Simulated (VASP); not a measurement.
# Y3F2 (Pmmm) in VASP: further runs

Y3F2 is run at these levels: PBE; tasks: single point, relaxation of cell and atoms.

All numbers are computed with VASP 6.6.1; they aren't measurements. Logs are shortened: lines on timing, memory, paths and dates and some standing lists are left out, and cuts for length are marked.

## (1) The cell of the first run

Symmetry: Pmmm, No. 47, orthorhombic system. The conventional cell has a = 3.380 Å, b = 5.551 Å, c = 6.229 Å, α = 90.00°, β = 90.00°, γ = 90.00°. Y (site symmetry mm2) has 4 F at 2.56 Å and 4 Y at 3.03 to 3.38 Å within 3.4 Å. Within 4.4 Å of Y (site symmetry mmm) lie 10 Y at 3.38 to 3.62 Å and 4 F at 3.50 Å. F (site symmetry m2m) has 2 F at 2.36 to 3.19 Å and 4 Y at 2.56 Å within 3.2 Å.

The cell was built from a structure type or drawn by symmetry, and may not be a known phase.

## (2) Single point, PBE

The input, INCAR:

```
SYSTEM = Y3F2
ALGO     = Normal         ! electronic algorithm
EDIFF    = 1E-6           ! SCF threshold, eV
ENCUT    = 520            ! plane-wave cutoff, eV
GGA      = PE             ! functional
ISIF     = 2              ! what is computed and relaxed
ISMEAR   = 0              ! smearing method
LASPH    = .TRUE.         ! aspherical terms in the spheres
LCHARG   = .FALSE.        ! write CHGCAR
LREAL    = .FALSE.        ! projectors in reciprocal space
LWAVE    = .FALSE.        ! write WAVECAR
NBANDS   = 32             ! bands
NELM     = 80             ! most SCF steps
PREC     = Accurate       ! precision mode
SIGMA    = 0.2            ! smearing width, eV
```

The input, KPOINTS:

```
k-points
0
G
  4 4 3
  0 0 0
```

The input, POSCAR:

```
Y3F2
1.0
    5.5508342792      0.0000000000      0.0000000000
    0.0000000000      3.3801755136      0.0000000000
    0.0000000000      0.0000000000      6.2293097047
Y F
3 2
Direct
    0.5000000000      0.5000000000      0.2564495332
    0.5000000000      0.5000000000      0.7435504668
    0.0000000000      0.0000000000      0.0000000000
    0.7124665195      0.0000000000      0.5000000000
    0.2875334805      0.0000000000      0.5000000000
```

Potentials or basis: VASP PAW PBE potentials, release 64 (Y_sv, F).

Started as:

```sh
$ cat potpaw_PBE.64/Y_sv/POTCAR potpaw_PBE.64/F/POTCAR > POTCAR
$ mpirun -np 1 vasp_std > vasp.out
```

OUTCAR:

```text
SYSTEM = Y3F2
   EDIFF = 1E-6
   ENCUT = 520
   GGA = PE
   ISIF = 2
   ISMEAR = 0
   LASPH = .TRUE.
   LREAL = .FALSE.
   NELM = 80
   PREC = Accurate

 ion  position               nearest neighbor table
   1  0.500  0.500  0.256-   4 2.56   5 2.56   4 2.56   5 2.56   2 3.03   2 3.20   3 3.62   3 3.62
                             3 3.62   3 3.62
   2  0.500  0.500  0.744-   4 2.56   5 2.56   4 2.56   5 2.56   1 3.03   1 3.20   3 3.62   3 3.62
                             3 3.62   3 3.62
   3  0.000  0.000  0.000-   1 3.62   2 3.62   1 3.62   2 3.62   1 3.62   2 3.62   1 3.62   2 3.62

   4  0.712  0.000  0.500-   1 2.56   2 2.56   1 2.56   2 2.56
   5  0.288  0.000  0.500-   1 2.56   2 2.56   1 2.56   2 2.56

  LATTYP: Found a simple orthorhombic cell.
 ALAT       =     3.3801755136
 B/A-ratio  =     1.6421733892
 C/A-ratio  =     1.8428953407

  Lattice vectors:

 A1 = (   0.0000000000,  -3.3801755136,   0.0000000000)
 A2 = (   5.5508342792,   0.0000000000,   0.0000000000)
 A3 = (   0.0000000000,   0.0000000000,   6.2293097047)

Analysis of symmetry for initial positions (statically):
=====================================================================
 Subroutine PRICEL returns:
 Original cell was already a primitive cell.

 Routine SETGRP: Setting up the symmetry group for a
 simple orthorhombic supercell.

 Subroutine GETGRP returns: Found  8 space group operations
 (whereof  8 operations were pure point group operations)
 out of a pool of  8 trial point group operations.

The static configuration has the point symmetry D_2h.

Analysis of symmetry for dynamics (positions and initial velocities):
=====================================================================
 Subroutine PRICEL returns:
 Original cell was already a primitive cell.

 Routine SETGRP: Setting up the symmetry group for a
 simple orthorhombic supercell.

 Subroutine GETGRP returns: Found  8 space group operations
 (whereof  8 operations were pure point group operations)
 out of a pool of  8 trial point group operations.

The dynamic configuration has the point symmetry D_2h.

 Subroutine INISYM returns: Found  8 space group operations
 (whereof  8 operations are pure point group operations),
 and found     1 'primitive' translations

[... 91 lines left out ...]
   ENCUT  =  520.0 eV  38.22 Ry    6.18 a.u.  10.32  6.28 11.58*2*pi/ulx,y,z
   NELM   =     80;   NELMIN=  2; NELMDL= -5     # of ELM steps
   EDIFF  = 0.1E-05   stopping-criterion for ELM
   LREAL  =      F    real-space projection
   EDIFFG = 0.1E-04   stopping-criterion for IOM
   NSW    =      0    number of steps for IOM
   IBRION =     -1    ionic relax: 0-MD 1-quasi-New 2-CG
   NFREE  =      0    steps in history (QN), initial steepest desc. (CG)
   ISIF   =      2    stress and relaxation
   ISYM   =      2    0-nonsym 1-usesym 2-fastsym
   POTIM  = 0.5000    time-step for ionic-motion
   TEBEG  =    0.0;   TEEND  =   0.0 temperature during run
   PSTRESS=    0.0 pullay stress
   NELECT =      47.0000    total number of electrons
   NUPDOWN=      -1.0000    fix difference up-down
   EMIN   =  10.00;   EMAX   =-10.00  energy-range for DOS
   EFERMI =   0.00;   METHOD = LEGACY
   ISMEAR =     0;   SIGMA  =   0.20  broadening in eV -4-tet -1-fermi 0-gaus
   EFERMI_NEDOS =   21; number of points for ismear=-14 and -15
   IALGO  =     38    algorithm
   IMIX   =      4    mixing-type and parameters
     AMIX     =   0.40;   BMIX     =  1.00
     AMIX_MAG =   1.60;   BMIX_MAG =  1.00
  volume/ion in A,a.u.               =      23.38       157.75
  Fermi-wavevector in a.u.,A,eV,Ry     =   1.208356  2.283462 19.866202  1.460125
  Thomas-Fermi vector in A             =   2.343966
   LORBIT       =      0    0 simple, 1 ext, 2 COOP (PROOUT), +10 PAW based schemes
   GGA     = PE    functional components
   LHFCALC =     F    Hartree Fock is set to
   AEXX    =    0.0000 exact exchange contribution
   IVDW    =     0    specifies the selected vdW correction
   LEPSILON=     F    determine dielectric tensor
   LRPA    =     F    only Hartree local field effects (RPA)
 non-spin polarized calculation
 Gauss-broadening in eV      SIGMA  =   0.20
  energy-cutoff  :      520.00
  volume of cell :      116.88
 maximum number of plane-waves:      3172
 NGX is ok and might be reduce to    42
   NGX = 21   NGY = 13   NGZ = 23

 number of electron      46.9999999 magnetization

 Free energy of the ion-electron system (eV)
  ---------------------------------------------------
  ext. energy  EPLUGINS =         0.00000000
  ---------------------------------------------------
  free energy    TOTEN  =       -30.61058946 eV

  energy without entropy =      -30.50255872  energy(sigma->0) =      -30.55657409

 E-fermi :   3.2403     XC(G=0):  -9.3033

 val. band max:        3.2342617863   @ k =   0.2500   0.0000   0.3333
 cond. band min:       3.2457568314   @ k =   0.5000   0.5000   0.3333
 fundamental gap:      0.0114950451
 Fermi energy:         3.2402966469

 k-point     1 :       0.0000    0.0000    0.0000
  band No.  band energies     occupation
      1     -40.0361      2.00000
      2     -39.9124      2.00000
      3     -39.7161      2.00000
      4     -22.3160      2.00000
      5     -21.7259      2.00000
      6     -20.0584      2.00000
[... 619 lines left out ...]
     31       6.5651      0.00000
     32       6.8211      0.00000

------------------------ aborting loop because EDIFF is reached ----------------------------------------

  FORCE on cell =-STRESS in cart. coord.  units (eV):
  Direction    XX          YY          ZZ          XY          YZ          ZX
  --------------------------------------------------------------------------------------
  -------------------------------------------------------------------------------------
  Total        0.2448896     -0.1292672     -0.1095857     -0.0000000      0.0000000      0.0000000
  in kB        3.3569395     -1.7719907     -1.5021970     -0.0000000      0.0000000      0.0000000
  external PRESSURE =       0.0275839 kB  Pullay stress =       0.0000000 kB

 VOLUME and BASIS-vectors are now :
 -----------------------------------------------------------------------------
  energy-cutoff  :      520.00
  volume of cell :      116.88
      direct lattice vectors                 reciprocal lattice vectors
     5.550834279  0.000000000  0.000000000     0.180153099  0.000000000  0.000000000
     0.000000000  3.380175514  0.000000000     0.000000000  0.295842626  0.000000000
     0.000000000  0.000000000  6.229309705     0.000000000  0.000000000  0.160531431

 POSITION                                       TOTAL-FORCE (eV/Angst)
 -----------------------------------------------------------------------------------
      2.77542      1.69009      1.59750         0.000000     -0.000000     -0.044790
      2.77542      1.69009      4.63181         0.000000      0.000000      0.044790
      0.00000      0.00000      0.00000         0.000000     -0.000000      0.000000
      3.95478      0.00000      3.11465         0.012931      0.000000      0.000000
      1.59605      0.00000      3.11465        -0.012931     -0.000000     -0.000000
 -----------------------------------------------------------------------------------
    total drift:                                0.000000      0.000000     -0.000000

  FREE ENERGIE OF THE ION-ELECTRON SYSTEM (eV)
  ---------------------------------------------------
  free  energy   TOTEN  =       -30.6105894575 eV

  energy  without entropy=      -30.5025587205  energy(sigma->0) =      -30.55657409
```

stdout:

```text
POSCAR found type information on POSCAR Y F
 POSCAR found :  2 types and       5 ions
 scaLAPACK will be used
 LDA part: xc-table for (Slater+PW92), standard interpolation
 POSCAR, INCAR and KPOINTS ok, starting setup
 FFT: planning ... GRIDC
 FFT: planning ... GRID_SOFT
 FFT: planning ... GRID
 WAVECAR not read
 entering main loop
```

It took 3 min on 1 thread of Intel Xeon 8259CL, shared host; peak memory 0.26 GiB.

What came out:

| Quantity | Value |
| --- | --- |
| Free energy | -30.6106 eV |
| Pressure | 0.0 GPa |
| Largest force | 0.045 eV/Å |
| Band gap on the k mesh | zero (an odd number of electrons rules out a gap without spin polarisation) |

Forces in eV/Å, atoms in the order of the input:
```
Y    0.000  0.000 -0.045
Y    0.000  0.000  0.045
Y    0.000  0.000  0.000
F    0.013  0.000  0.000
F   -0.013  0.000  0.000
```

Caveat: the k points lie up to 0.46 Å⁻¹ apart, too coarse for converged energies and pressures of a metal; an odd number of electrons without spin polarisation forces a metal; a magnetic or distorted state may lie lower.

## (3) Relaxation of cell and atoms, PBE

This run uses another cell than the first one, of 23.08 Å³/atom.

The input, INCAR:

```
PREC = Accurate
ENCUT = 600
EDIFF = 1E-7
ISMEAR = 0
SIGMA = 0.2
LREAL = False
LASPH = True
NELM = 100
ALGO = Normal
ISIF = 3
LWAVE = False
LCHARG = False
GGA = PE
IBRION = 2
NSW = 36
EDIFFG = -0.08
```

The input, KPOINTS:

```
regular mesh
0
Gamma
  4 4 3
```

The input, POSCAR:

```
Y3F2
1.0
    4.1315812500      0.0000000000      0.0000000000
    0.0000000000      4.3672115400      0.0000000000
    0.0000000000      0.0000000000      6.3959863900
Y F
3 2
Direct
    0.5000000000      0.5000000000      0.2627238300
    0.5000000000      0.5000000000      0.7372761700
    0.0000000000      0.0000000000      0.0000000000
    0.8408632800      0.0000000000      0.5000000000
    0.1591367200      0.0000000000      0.5000000000
```

Potentials or basis: VASP PAW PBE potentials, release 64 (Y_sv, F).

Started as:

```sh
$ cat potpaw_PBE.64/Y_sv/POTCAR potpaw_PBE.64/F/POTCAR > POTCAR
$ mpirun -np 1 vasp_std > vasp.out
```

Run time: 30 min. Hardware: 1 thread of Intel Xeon 8259CL, shared host; peak memory 0.32 GiB.

It converged, with:

| Quantity | Value |
| --- | --- |
| Free energy | -30.5023 eV |
| Relaxed volume | 22.75 Å³/atom |
| Relaxed cell | a = 5.284 Å, b = 3.400 Å, c = 6.333 Å, α = 90.00°, β = 90.00°, γ = 90.00° |
| Space group after relaxing (to 0.1 Å) | Pmmm (No. 47) |
| Pressure after relaxing | 0.0 GPa |
| Largest force after relaxing | 0.015 eV/Å |
| Band gap on the k mesh | zero (an odd number of electrons rules out a gap without spin polarisation) |

Forces in eV/Å, atoms in the order of the input:
```
Y    0.000  0.000  0.015
Y    0.000  0.000 -0.015
Y    0.000  0.000  0.000
F   -0.002  0.000  0.000
F    0.002  0.000  0.000
```

Stress tensor (GPa, compression positive):
```
 0.16  0.00  0.00
 0.00 -0.05  0.00
 0.00  0.00 -0.15
```

Final structure:
```
Y F
1.0
     5.28373    0.00000    0.00000
     0.00000    3.39963    0.00000
     0.00000    0.00000    6.33310
Y F
3 2
Direct
  0.50000 0.50000 0.25867
  0.50000 0.50000 0.74133
  0.00000 0.00000 0.00000
  0.72080 0.00000 0.50000
  0.27920 0.00000 0.50000
```

Levels at points of the mesh, in eV from the Fermi level:
```csv
k point,band 19,band 20,band 21,band 22,band 23,band 24,band 25,band 26,band 27,band 28
"(0.00, 0.00, 0.00)",-6.22,-4.76,-3.64,-1.00,-0.81,0.07,0.54,0.71,1.04,1.05
"(0.50, 0.00, 0.00)",-6.29,-5.50,-2.36,-1.91,-0.65,0.00,0.26,1.08,1.13,2.29
"(0.00, 0.50, 0.00)",-6.63,-4.73,-1.54,-0.76,-0.73,-0.36,0.17,0.63,0.76,1.83
"(0.50, 0.50, 0.00)",-6.71,-5.33,-1.17,-0.77,-0.51,0.11,0.47,0.57,1.25,2.05
```

Caveat: the k points lie up to 0.46 Å⁻¹ apart in the final cell, too coarse for converged energies and pressures of a metal; a cell axis changed by over 15 % at a fixed basis, so the end point is rough; an odd number of electrons without spin polarisation forces a metal; a magnetic or distorted state may lie lower.
